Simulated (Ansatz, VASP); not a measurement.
# Two plane-wave programs on MoOs

```
Mo Os
1.0
     2.73800    0.00000    0.00000
    -1.36900    2.37118    0.00000
     0.00000    0.00000    4.41768
Mo Os
1 1
Direct
  0.66667 0.33333 0.50000
  0.33333 0.66667 0.00000
```

Alike in both runs: functional LDA; k mesh 18 × 18 × 10; occupations methfessel-paxton of order 1, width 0.05 eV; no spin polarisation.

Ansatz relaxed the structure, and its values are those at the end. VASP's run is a single point on that final structure, the one shown.

|  | VASP | Ansatz |
| --- | --- | --- |
| version | VASP 6.6.1 | Ansatz 0.2.0 |
| potentials or method | VASP PAW LDA potentials, release 64 (Mo_sv, Os_sv_GW) | plane waves, PAW |
| plane-wave cutoff (eV) | 560 | 420 |
| valence electrons in the cell | 30 | 30 |

|  | VASP | Ansatz | Ansatz less VASP |
| --- | --- | --- | --- |
| pressure (GPa) | 0.8 | 0.0 | -0.75 |

LDA's correlation is that of Perdew and Zunger in VASP and of Perdew and Wang (1992) in Ansatz.

Spin-orbit coupling is off throughout.
